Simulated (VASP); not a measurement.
The system is Pb.

```
Pb
1.0
     0.00000    2.52356    2.52356
     2.52356    0.00000    2.52356
     2.52356    2.52356    0.00000
Pb
1
Direct
  0.00000 0.00000 0.00000
```

Base run:

```yaml
Program: VASP 6.6.1
Functional: SVWN5
Potentials_or_basis: VASP PAW PBE potentials, release 64 (Pb_d)
Cutoff: 520 eV
k_mesh: 9 × 9 × 9
Occupations: fermi-dirac, width 0.05 eV
Spin: no spin polarisation
```

Its results: band gap on the k mesh zero (band 7 reaches 13.14 eV, above the bottom of band 8 at 4.85 eV); pressure -4.3 GPa.

Question: The run is repeated on the same cell with these changes: functional from SVWN5 to PBE. What comes out?

Answer: Band gap on the k mesh zero (band 7 reaches 13.61 eV, above the bottom of band 8 at 5.22 eV); pressure -0.3 GPa.

PBE binds less tightly than SVWN5, so the same cell stands under more pressure.

Caveats: spin-orbit coupling is left out, which moves the levels of the heavy elements; the PAW data sets were made with another functional, which shifts forces and pressure a little (some runs).
